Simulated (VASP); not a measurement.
# CsBr2 (Fm-3m) in VASP: relaxation of cell and atoms with PBE

Aim: the relaxation of cell and atoms of CsBr2 with PBE.

All numbers are computed with VASP 6.6.1; they aren't measurements. Logs are shortened: lines on timing, memory, paths and dates and some standing lists are left out, and cuts for length are marked.

### Step 1. The cell of the first run

Symmetry: Fm-3m, No. 225, cubic system. Conventional cell: a = 8.475 Å, b = 8.475 Å, c = 8.475 Å, α = 90.00°, β = 90.00°, γ = 90.00°. Within 4.8 Å of Cs (site symmetry m-3m) lie 8 Br at 3.67 Å. Br (site symmetry -43m) has 4 Cs at 3.67 Å and 6 Br at 4.24 Å within 4.8 Å.

### Step 2. Relaxation of cell and atoms, PBE

Input file INCAR:

```
PREC = Accurate ; ENCUT = 600
EDIFF = 1E-7 ; ISMEAR = 0
SIGMA = 0.1 ; LREAL = False
LASPH = True ; NELM = 60
ALGO = Normal ; ISIF = 3
LWAVE = False ; LCHARG = False
GGA = PE ; IBRION = 2
NSW = 100 ; EDIFFG = -0.01
```

Input file KPOINTS:

```
regular mesh
0
Gamma
  10 10 10
```

Input file POSCAR:

```
CsBr2
1.0
    0.0000000000      4.2373718000      4.2373718000
    4.2373718000      0.0000000000      4.2373718000
    4.2373718000      4.2373718000      0.0000000000
Cs Br
1 2
Direct
    0.0000000000      0.0000000000      0.0000000000
    0.2500000000      0.2500000000      0.2500000000
    0.7500000000      0.7500000000      0.7500000000
```

Potentials or basis: VASP PAW PBE potentials, release 64 (Cs_sv, Br).

Launch:

```sh
$ cat potpaw_PBE.64/Cs_sv/POTCAR potpaw_PBE.64/Br/POTCAR > POTCAR
$ mpirun -np 1 vasp_std > vasp.out
```

OUTCAR:

```text
PREC = Accurate
   ENCUT = 600
   EDIFF = 1E-7
   ISMEAR = 0
   LREAL = False
   LASPH = True
   NELM = 60
   ISIF = 3
   GGA = PE
   IBRION = 2
   NSW = 100
   EDIFFG = -0.01

 ion  position               nearest neighbor table
   1  0.000  0.000  0.000-
   2  0.250  0.250  0.250-
   3  0.750  0.750  0.750-

  LATTYP: Found a face centered cubic cell.
 ALAT       =     8.4747436000

  Lattice vectors:

 A1 = (   0.0000000000,   4.2373718000,   4.2373718000)
 A2 = (   4.2373718000,   0.0000000000,   4.2373718000)
 A3 = (   4.2373718000,   4.2373718000,   0.0000000000)

Analysis of symmetry for initial positions (statically):
=====================================================================
 Subroutine PRICEL returns:
 Original cell was already a primitive cell.

 Routine SETGRP: Setting up the symmetry group for a
 face centered cubic supercell.

 Subroutine GETGRP returns: Found 48 space group operations
 (whereof 48 operations were pure point group operations)
 out of a pool of 48 trial point group operations.

The static configuration has the point symmetry O_h .

Analysis of symmetry for dynamics (positions and initial velocities):
=====================================================================
 Subroutine PRICEL returns:
 Original cell was already a primitive cell.

 Routine SETGRP: Setting up the symmetry group for a
 face centered cubic supercell.

 Subroutine GETGRP returns: Found 48 space group operations
 (whereof 48 operations were pure point group operations)
 out of a pool of 48 trial point group operations.

The dynamic configuration has the point symmetry O_h .

 Subroutine INISYM returns: Found 48 space group operations
 (whereof 48 operations are pure point group operations),
 and found     1 'primitive' translations

----------------------------------------------------------------------------------------

                                     Primitive cell

  volume of cell :     152.1667

  direct lattice vectors                    reciprocal lattice vectors
     0.000000000  4.237371800  4.237371800    -0.117997670  0.117997670  0.117997670
     4.237371800  0.000000000  4.237371800     0.117997670 -0.117997670  0.117997670
     4.237371800  4.237371800  0.000000000     0.117997670  0.117997670 -0.117997670

  length of vectors
     5.992548668  5.992548668  5.992548668     0.204377960  0.204377960  0.204377960

  position of ions in fractional coordinates (direct lattice)
     0.000000000  0.000000000  0.000000000
     0.250000000  0.250000000  0.250000000
     0.750000000  0.750000000  0.750000000

  ion indices of the primitive-cell ions
   primitive index   ion index
                 1           1
                 2           2
                 3           3

----------------------------------------------------------------------------------------

 KPOINTS: regular mesh

Automatic generation of k-mesh.
 Grid dimensions read from file:
 generate k-points for:   10   10   10

 Generating k-lattice:

  Cartesian coordinates                     Fractional coordinates (reciprocal lattice)
    -0.011799767  0.011799767  0.011799767     0.100000000  0.000000000  0.000000000
     0.011799767 -0.011799767  0.011799767     0.000000000  0.100000000  0.000000000
     0.011799767  0.011799767 -0.011799767     0.000000000  0.000000000  0.100000000

  Length of vectors
     0.020437796  0.020437796  0.020437796

  Shift w.r.t. Gamma in fractional coordinates (k-lattice)
     0.000000000  0.000000000  0.000000000

 Subroutine IBZKPT returns following result:
 ===========================================

 Found     47 irreducible k-points:

 Following reciprocal coordinates:
            Coordinates               Weight
  0.000000  0.000000  0.000000      1.000000
  0.100000  0.000000  0.000000      8.000000
  0.200000  0.000000  0.000000      8.000000
  0.300000  0.000000  0.000000      8.000000
  0.400000  0.000000  0.000000      8.000000
  0.500000  0.000000  0.000000      4.000000
[... 16 lines left out ...]
  0.300000  0.300000  0.000000      6.000000
  0.400000  0.300000  0.000000     24.000000
 [... further k-points ...]
   k-points           NKPTS =     47   k-points in BZ     NKDIM =     47   number of bands    NBANDS=     15
   number of dos      NEDOS =    301   number of ions     NIONS =      3
   total plane-waves  NPLWV = 110592
   dimension x,y,z NGX =    48 NGY =   48 NGZ =   48
   dimension x,y,z NGXF=    96 NGYF=   96 NGZF=   96
   ions per type =               1   2
   NGX,Y,Z   is equivalent  to a cutoff of  13.32, 13.32, 13.32 a.u.
   NGXF,Y,Z  is equivalent  to a cutoff of  26.63, 26.63, 26.63 a.u.
 SYSTEM =  unknown system
   PREC   = accura    normal or accurate (medium, high low for compatibility)
   ISTART =      0    job   : 0-new  1-cont  2-samecut
   ICHARG =      2    charge: 1-file 2-atom 10-const
   ISPIN  =      1    spin polarized calculation?
   LNONCOLLINEAR =      F non collinear calculations
   LSORBIT =      F    spin-orbit coupling
   LASPH  =      T    aspherical Exc in radial PAW
   ENCUT  =  600.0 eV  44.10 Ry    6.64 a.u.  11.97 11.97 11.97*2*pi/ulx,y,z
   NELM   =     60;   NELMIN=  2; NELMDL= -5     # of ELM steps
   EDIFF  = 0.1E-06   stopping-criterion for ELM
   LREAL  =      F    real-space projection
   EDIFFG = -.1E-01   stopping-criterion for IOM
   NSW    =    100    number of steps for IOM
   IBRION =      2    ionic relax: 0-MD 1-quasi-New 2-CG
   NFREE  =      1    steps in history (QN), initial steepest desc. (CG)
   ISIF   =      3    stress and relaxation
   ISYM   =      2    0-nonsym 1-usesym 2-fastsym
   POTIM  = 0.5000    time-step for ionic-motion
   TEBEG  =    0.0;   TEEND  =   0.0 temperature during run
   PSTRESS=    0.0 pullay stress
   NELECT =      23.0000    total number of electrons
   NUPDOWN=      -1.0000    fix difference up-down
   EMIN   =  10.00;   EMAX   =-10.00  energy-range for DOS
   EFERMI =   0.00;   METHOD = LEGACY
   ISMEAR =     0;   SIGMA  =   0.10  broadening in eV -4-tet -1-fermi 0-gaus
   EFERMI_NEDOS =   21; number of points for ismear=-14 and -15
   IALGO  =     38    algorithm
   IMIX   =      4    mixing-type and parameters
     AMIX     =   0.40;   BMIX     =  1.00
     AMIX_MAG =   1.60;   BMIX_MAG =  1.00
  volume/ion in A,a.u.               =      50.72       342.29
  Fermi-wavevector in a.u.,A,eV,Ry     =   0.872056  1.647946 10.346973  0.760481
  Thomas-Fermi vector in A             =   1.991251
   LORBIT       =      0    0 simple, 1 ext, 2 COOP (PROOUT), +10 PAW based schemes
   GGA     = PE    functional components
   LHFCALC =     F    Hartree Fock is set to
   AEXX    =    0.0000 exact exchange contribution
   IVDW    =     0    specifies the selected vdW correction
   LEPSILON=     F    determine dielectric tensor
   LRPA    =     F    only Hartree local field effects (RPA)
 conjugate gradient relaxation of ions
 non-spin polarized calculation
 Gauss-broadening in eV      SIGMA  =   0.10
  energy-cutoff  :      600.00
  volume of cell :      152.17
 maximum number of plane-waves:      5108
   NGX = 23   NGY = 23   NGZ = 23

--------------------------------------- Ionic step        1  -------------------------------------------

 number of electron      22.9999999 magnetization

 Free energy of the ion-electron system (eV)
  ---------------------------------------------------
  ext. energy  EPLUGINS =         0.00000000
  ---------------------------------------------------
  free energy    TOTEN  =        -6.85105023 eV

  energy without entropy =       -6.78375726  energy(sigma->0) =       -6.81740375

------------------------ aborting loop because EDIFF is reached ----------------------------------------

  FORCE on cell =-STRESS in cart. coord.  units (eV):
  Direction    XX          YY          ZZ          XY          YZ          ZX
  --------------------------------------------------------------------------------------
  -------------------------------------------------------------------------------------
  Total        0.1064149      0.1064149      0.1064149     -0.0000000     -0.0000000      0.0000000
  in kB        1.1204520      1.1204520      1.1204520     -0.0000000     -0.0000000      0.0000000
  external PRESSURE =       1.1204520 kB  Pullay stress =       0.0000000 kB
[... 59 lines left out ...]
  energy  without entropy=       -6.7839955197  energy(sigma->0) =       -6.81774446

--------------------------------------- Ionic step        3  -------------------------------------------

 number of electron      23.0000001 magnetization

 Free energy of the ion-electron system (eV)
  ---------------------------------------------------
  ext. energy  EPLUGINS =         0.00000000
  ---------------------------------------------------
  free energy    TOTEN  =        -6.85182596 eV

  energy without entropy =       -6.78396174  energy(sigma->0) =       -6.81789385

 E-fermi :  -2.4997     XC(G=0):  -6.6044

 val. band max:       -2.5015300999   @ k =   0.0000   0.0000   0.0000
 cond. band min:      -2.4991495682   @ k =   0.1000   0.1000   0.0000
 fundamental gap:      0.0023805317
 Fermi energy:        -2.4997342255

 k-point     1 :       0.0000    0.0000    0.0000
  band No.  band energies     occupation
      1     -21.5001      2.00000
      2     -15.0265      2.00000
      3     -14.8501      2.00000
      4      -8.3530      2.00000
      5      -8.3530      2.00000
      6      -8.3530      2.00000
      7      -3.3504      2.00000
      8      -3.3504      2.00000
      9      -3.3504      2.00000
     10      -2.5015      1.02027
     11      -2.5015      1.02026
     12      -2.5015      1.02026
     13       2.6917      0.00000
     14       4.6033      0.00000
     15       4.6033      0.00000
[... 397 lines left out ...]
 k-point    24 :       0.4000    0.3000    0.0000
  band No.  band energies     occupation
      1     -21.4942      2.00000
      2     -15.0027      2.00000
      3     -14.9072      2.00000
      4      -8.4030      2.00000
      5      -8.3999      2.00000
      6      -8.2906      2.00000
      7      -3.3807      2.00000
      8      -3.1699      2.00000
      9      -3.1629      2.00000
     10      -2.6396      1.95208
     11      -2.5458      1.48495
     12      -2.5389      1.42017
     13       4.1844      0.00000
     14       4.4883      0.00000
     15       5.1993      0.00000

 [... further k-points ...]

------------------------ aborting loop because EDIFF is reached ----------------------------------------

  FORCE on cell =-STRESS in cart. coord.  units (eV):
  Direction    XX          YY          ZZ          XY          YZ          ZX
  --------------------------------------------------------------------------------------
  -------------------------------------------------------------------------------------
  Total        0.0049223      0.0049223      0.0049223      0.0000000      0.0000000      0.0000000
  in kB        0.0510928      0.0510928      0.0510928      0.0000000      0.0000000      0.0000000
  external PRESSURE =       0.0510928 kB  Pullay stress =       0.0000000 kB
[... 18 lines left out ...]
  FREE ENERGIE OF THE ION-ELECTRON SYSTEM (eV)
  ---------------------------------------------------
  free  energy   TOTEN  =        -6.8518259648 eV

  energy  without entropy=       -6.7839617379  energy(sigma->0) =       -6.81789385

 reached required accuracy - stopping structural energy minimisation
```

Wall time 4.6 min (1 thread of Intel Xeon Platinum 8175M at 2.50GHz (Skylake/Cascade Lake), shared host); peak memory 0.42 GiB.

Results:

```
Free energy                           : -6.8518 eV
Relaxed volume                        : 51.45 Å³/atom
Relaxed cell                          : a = 6.021 Å, b = 6.021 Å, c = 6.021 Å, α = 60.00°, β = 60.00°, γ = 60.00°
Space group after relaxing (to 0.1 Å) : Fm-3m (No. 225)
Energy gained by relaxing             : 0.3 meV/atom
Ionic steps                           : 3
Pressure after relaxing               : 0.0 GPa
Band gap on the k mesh                : zero (an odd number of electrons rules out a gap without spin polarisation)
```

The path:
```csv
step,energy change (eV),largest force (eV/Å),pressure (GPa),volume (Å³)
1,0.0000,0.0000,0.11,152.17
2,-0.0004,0.0000,0.07,152.95
3,-0.0008,0.0000,0.01,154.36
```

Final structure:
```cif
data_structure
_symmetry_space_group_name_H-M 'P 1'
_symmetry_Int_Tables_number 1
_cell_length_a 6.0211
_cell_length_b 6.0211
_cell_length_c 6.0211
_cell_angle_alpha 60.000
_cell_angle_beta 60.000
_cell_angle_gamma 60.000
_cell_volume 154.36
loop_
_atom_site_label
_atom_site_type_symbol
_atom_site_fract_x
_atom_site_fract_y
_atom_site_fract_z
_atom_site_occupancy
Cs1 Cs 0.00000 0.00000 0.00000 1
Br1 Br 0.25000 0.25000 0.25000 1
Br2 Br 0.75000 0.75000 0.75000 1
```

Caveat: spin-orbit coupling is left out, which moves the levels of the heavy elements; an odd number of electrons without spin polarisation forces a metal; a magnetic or distorted state may lie lower.
